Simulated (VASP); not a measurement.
# Rh (Fm-3m) in VASP: notebook

Rh is run at these levels: RPBE; tasks: single point, relaxation of cell and atoms.

All numbers are computed with VASP 6.6.1; they aren't measurements. Logs are shortened: lines on timing, memory, paths and dates and some standing lists are left out, and cuts for length are marked.

## Step 1: The cell of the first run

Symmetry: Fm-3m, No. 225, cubic system. Conventional cell: a = 3.856 Å, b = 3.856 Å, c = 3.856 Å, α = 90.00°, β = 90.00°, γ = 90.00°. Within 3.6 Å of Rh (site symmetry m-3m) lie 12 Rh at 2.73 Å.

## Step 2: Single point, RPBE

Contents of INCAR:

```
SYSTEM = Rh
ALGO     = Normal         ! electronic algorithm
EDIFF    = 1E-6           ! SCF threshold, eV
ENCUT    = 520            ! plane-wave cutoff, eV
GGA      = RP             ! functional
ISIF     = 2              ! what is computed and relaxed
ISMEAR   = -1             ! smearing method
LASPH    = .TRUE.         ! aspherical terms in the spheres
LCHARG   = .FALSE.        ! write CHGCAR
LREAL    = .FALSE.        ! projectors in reciprocal space
LWAVE    = .FALSE.        ! write WAVECAR
NBANDS   = 14             ! bands
NELM     = 80             ! most SCF steps
PREC     = Accurate       ! precision mode
SIGMA    = 0.1            ! smearing width, eV
```

Contents of KPOINTS:

```
k-points
0
G
  14 14 14
  0 0 0
```

Contents of POSCAR:

```
Rh
1.0
    0.0000000000      1.9279397432      1.9279397432
    1.9279397432      0.0000000000      1.9279397432
    1.9279397432      1.9279397432      0.0000000000
Rh
1
Direct
    0.0000000000      0.0000000000      0.0000000000
```

Potentials or basis: VASP PAW PBE potentials, release 64 (Rh_pv).

Run with:

```bash
$ cat potpaw_PBE.64/Rh_pv/POTCAR > POTCAR
$ mpirun -np 1 vasp_std > vasp.out
```

OUTCAR:

```text
SYSTEM = Rh
   EDIFF = 1E-6
   ENCUT = 520
   GGA = RP
   ISIF = 2
   ISMEAR = -1
   LASPH = .TRUE.
   LREAL = .FALSE.
   NELM = 80
   PREC = Accurate

 ion  position               nearest neighbor table
   1  0.000  0.000  0.000-

  LATTYP: Found a face centered cubic cell.
 ALAT       =     3.8558794864

  Lattice vectors:

 A1 = (   0.0000000000,   1.9279397432,   1.9279397432)
 A2 = (   1.9279397432,   0.0000000000,   1.9279397432)
 A3 = (   1.9279397432,   1.9279397432,   0.0000000000)

Analysis of symmetry for initial positions (statically):
=====================================================================
 Subroutine PRICEL returns:
 Original cell was already a primitive cell.

 Routine SETGRP: Setting up the symmetry group for a
 face centered cubic supercell.

 Subroutine GETGRP returns: Found 48 space group operations
 (whereof 48 operations were pure point group operations)
 out of a pool of 48 trial point group operations.

The static configuration has the point symmetry O_h .

Analysis of symmetry for dynamics (positions and initial velocities):
=====================================================================
 Subroutine PRICEL returns:
 Original cell was already a primitive cell.

 Routine SETGRP: Setting up the symmetry group for a
 face centered cubic supercell.

 Subroutine GETGRP returns: Found 48 space group operations
 (whereof 48 operations were pure point group operations)
 out of a pool of 48 trial point group operations.

The dynamic configuration has the point symmetry O_h .

 Subroutine INISYM returns: Found 48 space group operations
 (whereof 48 operations are pure point group operations),
 and found     1 'primitive' translations

----------------------------------------------------------------------------------------

                                     Primitive cell

  volume of cell :      14.3321

  direct lattice vectors                    reciprocal lattice vectors
     0.000000000  1.927939743  1.927939743    -0.259344205  0.259344205  0.259344205
     1.927939743  0.000000000  1.927939743     0.259344205 -0.259344205  0.259344205
     1.927939743  1.927939743  0.000000000     0.259344205  0.259344205 -0.259344205

  length of vectors
     2.726518532  2.726518532  2.726518532     0.449197340  0.449197340  0.449197340

  position of ions in fractional coordinates (direct lattice)
     0.000000000  0.000000000  0.000000000

  ion indices of the primitive-cell ions
   primitive index   ion index
                 1           1

----------------------------------------------------------------------------------------

 KPOINTS: k-points

Automatic generation of k-mesh.
 Grid dimensions read from file:
 generate k-points for:   14   14   14

 Generating k-lattice:

  Cartesian coordinates                     Fractional coordinates (reciprocal lattice)
    -0.018524586  0.018524586  0.018524586     0.071428571  0.000000000  0.000000000
     0.018524586 -0.018524586  0.018524586     0.000000000  0.071428571  0.000000000
     0.018524586  0.018524586 -0.018524586     0.000000000  0.000000000  0.071428571

  Length of vectors
     0.032085524  0.032085524  0.032085524

  Shift w.r.t. Gamma in fractional coordinates (k-lattice)
     0.000000000  0.000000000  0.000000000

 Subroutine IBZKPT returns following result:
 ===========================================

 Found    104 irreducible k-points:

 Following reciprocal coordinates:
            Coordinates               Weight
  0.000000  0.000000  0.000000      1.000000
  0.071429  0.000000  0.000000      8.000000
  0.142857  0.000000  0.000000      8.000000
  0.214286  0.000000  0.000000      8.000000
  0.285714  0.000000  0.000000      8.000000
  0.357143  0.000000  0.000000      8.000000
[... 16 lines left out ...]
  0.214286  0.142857  0.000000     24.000000
  0.285714  0.142857  0.000000     24.000000
 [... further k-points ...]
   k-points           NKPTS =    104   k-points in BZ     NKDIM =    104   number of bands    NBANDS=     14
   number of dos      NEDOS =    301   number of ions     NIONS =      1
   total plane-waves  NPLWV =   8000
   dimension x,y,z NGX =    20 NGY =   20 NGZ =   20
   dimension x,y,z NGXF=    40 NGYF=   40 NGZF=   40
   ions per type =               1
   NGX,Y,Z   is equivalent  to a cutoff of  12.19, 12.19, 12.19 a.u.
   NGXF,Y,Z  is equivalent  to a cutoff of  24.39, 24.39, 24.39 a.u.
 SYSTEM =  Rh
   PREC   = accura    normal or accurate (medium, high low for compatibility)
   ISTART =      0    job   : 0-new  1-cont  2-samecut
   ICHARG =      2    charge: 1-file 2-atom 10-const
   ISPIN  =      1    spin polarized calculation?
   LNONCOLLINEAR =      F non collinear calculations
   LSORBIT =      F    spin-orbit coupling
   LASPH  =      T    aspherical Exc in radial PAW
   ENCUT  =  520.0 eV  38.22 Ry    6.18 a.u.   5.07  5.07  5.07*2*pi/ulx,y,z
   NELM   =     80;   NELMIN=  2; NELMDL= -5     # of ELM steps
   EDIFF  = 0.1E-05   stopping-criterion for ELM
   LREAL  =      F    real-space projection
   EDIFFG = 0.1E-04   stopping-criterion for IOM
   NSW    =      0    number of steps for IOM
   IBRION =     -1    ionic relax: 0-MD 1-quasi-New 2-CG
   NFREE  =      0    steps in history (QN), initial steepest desc. (CG)
   ISIF   =      2    stress and relaxation
   ISYM   =      2    0-nonsym 1-usesym 2-fastsym
   POTIM  = 0.5000    time-step for ionic-motion
   TEBEG  =    0.0;   TEEND  =   0.0 temperature during run
   PSTRESS=    0.0 pullay stress
   NELECT =      15.0000    total number of electrons
   NUPDOWN=      -1.0000    fix difference up-down
   EMIN   =  10.00;   EMAX   =-10.00  energy-range for DOS
   EFERMI =   0.00;   METHOD = LEGACY
   ISMEAR =    -1;   SIGMA  =   0.10  broadening in eV -4-tet -1-fermi 0-gaus
   EFERMI_NEDOS =   21; number of points for ismear=-14 and -15
   IALGO  =     38    algorithm
   IMIX   =      4    mixing-type and parameters
     AMIX     =   0.40;   BMIX     =  1.00
     AMIX_MAG =   1.60;   BMIX_MAG =  1.00
  volume/ion in A,a.u.               =      14.33        96.72
  Fermi-wavevector in a.u.,A,eV,Ry     =   1.662143  3.140995 37.589092  2.762720
  Thomas-Fermi vector in A             =   2.749085
   LORBIT       =      0    0 simple, 1 ext, 2 COOP (PROOUT), +10 PAW based schemes
   GGA     = RP    functional components
   LHFCALC =     F    Hartree Fock is set to
   AEXX    =    0.0000 exact exchange contribution
   IVDW    =     0    specifies the selected vdW correction
   LEPSILON=     F    determine dielectric tensor
   LRPA    =     F    only Hartree local field effects (RPA)
 non-spin polarized calculation
  energy-cutoff  :      520.00
  volume of cell :       14.33
 maximum number of plane-waves:       395
   NGX = 11   NGY = 11   NGZ = 11

 number of electron      14.9999997 magnetization

 Free energy of the ion-electron system (eV)
  ---------------------------------------------------
  ext. energy  EPLUGINS =         0.00000000
  ---------------------------------------------------
  free energy    TOTEN  =        -6.63887920 eV

  energy without entropy =       -6.59220513  energy(sigma->0) =       -6.61554217

 E-fermi :  11.2401     XC(G=0): -13.6626

 val. band max:       11.2134271991   @ k =  -0.2857   0.3571   0.0714
 cond. band min:      11.2456911765   @ k =   0.4286   0.2857   0.0714
 fundamental gap:      0.0322639774
 Fermi energy:        11.2400545585

 k-point     1 :       0.0000    0.0000    0.0000
  band No.  band energies     occupation
      1     -35.0547      2.00000
      2     -35.0547      2.00000
      3     -35.0547      2.00000
      4       3.6268      2.00000
      5       8.3733      2.00000
      6       8.3733      2.00000
      7       8.3733      2.00000
      8      10.3162      1.99981
      9      10.3162      1.99981
     10      27.2673      0.00000
     11      31.9935      0.00000
     12      32.5142      0.00000
     13      32.5142      0.00000
     14      32.5142      0.00000

 k-point     2 :       0.0714    0.0000    0.0000
  band No.  band energies     occupation
      1     -35.0869      2.00000
      2     -35.0591      2.00000
      3     -35.0591      2.00000
      4       3.8235      2.00000
      5       8.2904      2.00000
      6       8.4478      2.00000
      7       8.4478      2.00000
      8      10.2766      1.99987
      9      10.2766      1.99987
     10      27.5366      0.00000
     11      31.4326      0.00000
     12      31.9945      0.00000
     13      32.7912      0.00000
     14      32.7912      0.00000

 k-point     3 :       0.1429    0.0000    0.0000
  band No.  band energies     occupation
      1     -35.1768      2.00000
      2     -35.0714      2.00000
      3     -35.0714      2.00000
      4       4.3702      2.00000
      5       8.1118      2.00000
      6       8.6203      2.00000
      7       8.6203      2.00000
      8      10.2180      1.99993
      9      10.2180      1.99993
     10      28.1569      0.00000
     11      29.4527      0.00000
     12      31.9942      0.00000
     13      33.5722      0.00000
     14      33.5722      0.00000
[... 324 lines left out ...]
 k-point    23 :       0.2143    0.1429    0.0000
  band No.  band energies     occupation
      1     -35.2565      2.00000
      2     -35.1210      2.00000
      3     -35.1158      2.00000
      4       5.1920      2.00000
      5       7.5049      2.00000
      6       8.9975      2.00000
      7       9.1319      2.00000
      8       9.7104      2.00000
      9      10.7065      1.99041
     10      28.9592      0.00000
     11      29.4344      0.00000
     12      31.8016      0.00000
     13      31.9939      0.00000
     14      32.4080      0.00000

 k-point    24 :       0.2857    0.1429    0.0000
  band No.  band energies     occupation
      1     -35.3715      2.00000
      2     -35.1431      2.00000
      3     -35.1361      2.00000
      4       5.8217      2.00000
      5       7.4252      2.00000
      6       8.7016      2.00000
      7       9.2236      2.00000
      8      10.4030      1.99954
      9      10.9961      1.83958
     10      26.8876      0.00000
     11      29.4208      0.00000
     12      31.4324      0.00000
     13      31.9933      0.00000
     14      32.8008      0.00000

 [... further k-points ...]
[... 5 lines left out ...]
  --------------------------------------------------------------------------------------
  -------------------------------------------------------------------------------------
  Total        0.0147512      0.0147512      0.0147512      0.0000000      0.0000000     -0.0000000
  in kB        1.6490260      1.6490260      1.6490260      0.0000000      0.0000000     -0.0000000
  external PRESSURE =       1.6490260 kB  Pullay stress =       0.0000000 kB

 VOLUME and BASIS-vectors are now :
 -----------------------------------------------------------------------------
  energy-cutoff  :      520.00
  volume of cell :       14.33
      direct lattice vectors                 reciprocal lattice vectors
     0.000000000  1.927939743  1.927939743    -0.259344205  0.259344205  0.259344205
     1.927939743  0.000000000  1.927939743     0.259344205 -0.259344205  0.259344205
     1.927939743  1.927939743  0.000000000     0.259344205  0.259344205 -0.259344205

 POSITION                                       TOTAL-FORCE (eV/Angst)
 -----------------------------------------------------------------------------------
      0.00000      0.00000      0.00000         0.000000      0.000000      0.000000
 -----------------------------------------------------------------------------------
    total drift:                                0.000000      0.000000      0.000000

  FREE ENERGIE OF THE ION-ELECTRON SYSTEM (eV)
  ---------------------------------------------------
  free  energy   TOTEN  =        -6.6388792011 eV

  energy  without entropy=       -6.5922051291  energy(sigma->0) =       -6.61554217
```

Wall time 12 s (1 thread of Intel Xeon Platinum 8259CL at 2.50GHz (Skylake/Cascade Lake), shared host); peak memory 0.13 GiB.

What came out:

```yaml
Free_energy: -6.6389 eV
Pressure: 0.2 GPa
```

Levels at points of the mesh, in eV from the Fermi level:
```tsv
k point	band 5	band 6	band 7	band 8	band 9	band 10
(0.00, 0.00, 0.00)	-2.87	-2.87	-2.87	-0.92	-0.92	16.03
(0.50, 0.00, 0.00)	-2.94	-2.94	0.53	0.53	0.81	8.26
(0.50, 0.50, 0.00)	-5.56	0.50	0.92	0.92	3.25	11.79
```

Caveat: the PAW data sets were made with another functional, which shifts forces and pressure a little.

## Step 3: Relaxation of cell and atoms, RPBE

This run uses another cell than the first one, of 13.75 Å³/atom, 0.959 times its volume.

Contents of INCAR:

```
ALGO = Normal
EDIFF = 1E-6
EDIFFG = -0.01
ENCUT = 600
GGA = RP
IBRION = 2
ISIF = 3
ISMEAR = -1
LASPH = True
LCHARG = False
LREAL = False
LWAVE = False
NELM = 60
NSW = 80
PREC = Accurate
SIGMA = 0.1
```

Contents of KPOINTS:

```
k-points
0
Gamma
  14 14 14
```

Contents of POSCAR:

```
Rh
1.0
    0.0000000000      1.9015500000      1.9015500000
    1.9015500000      0.0000000000      1.9015500000
    1.9015500000      1.9015500000      0.0000000000
Rh
1
Direct
    0.0000000000      0.0000000000      0.0000000000
```

Potentials or basis: VASP PAW PBE potentials, release 64 (Rh_pv).

Run with:

```bash
$ cat potpaw_PBE.64/Rh_pv/POTCAR > POTCAR
$ mpirun -np 1 vasp_std > vasp.out
```

Wall time 35 s (1 thread of Intel Xeon Platinum 8259CL at 2.50GHz (Skylake/Cascade Lake), shared host); peak memory 0.16 GiB.

It converged, with:

- Free energy: -6.6384 eV
- Relaxed volume: 14.33 Å³/atom
- Relaxed cell: a = 2.727 Å, b = 2.727 Å, c = 2.727 Å, α = 60.00°, β = 60.00°, γ = 60.00°
- Space group after relaxing (to 0.05 Å): Fm-3m (No. 225)
- Energy gained by relaxing: 18.8 meV/atom
- Ionic steps: 4
- Pressure after relaxing: 0.0 GPa

Step by step:
```csv
step,energy change (eV),largest force (eV/Å),pressure (GPa),volume (Å³)
1,0.0000,0.0000,10.98,13.75
2,0.0616,0.0000,-16.88,15.71
3,-0.0188,0.0000,-0.31,14.35
4,-0.0188,0.0000,-0.02,14.33
```

Final structure:
```
Rh
1.0
     0.00000    1.92804    1.92804
     1.92804    0.00000    1.92804
     1.92804    1.92804    0.00000
Rh
1
Direct
  0.00000 0.00000 0.00000
```

Levels at points of the mesh, in eV from the Fermi level:
| k point | band 3 | band 4 | band 5 | band 6 | band 7 | band 8 | band 9 | band 10 | band 11 |
| --- | --- | --- | --- | --- | --- | --- | --- | --- | --- |
| (0.00, 0.00, 0.00) | -46.29 | -7.61 | -2.87 | -2.87 | -2.87 | -0.92 | -0.92 | 16.03 | 20.76 |
| (0.50, 0.00, 0.00) | -46.38 | -5.75 | -2.94 | -2.94 | 0.53 | 0.53 | 0.81 | 8.26 | 15.51 |
| (0.50, 0.50, 0.00) | -46.53 | -5.91 | -5.56 | 0.50 | 0.92 | 0.92 | 3.25 | 11.79 | 13.13 |

Caveat: the PAW data sets were made with another functional, which shifts forces and pressure a little. RPBE and its kin give volumes clearly too large for solids.
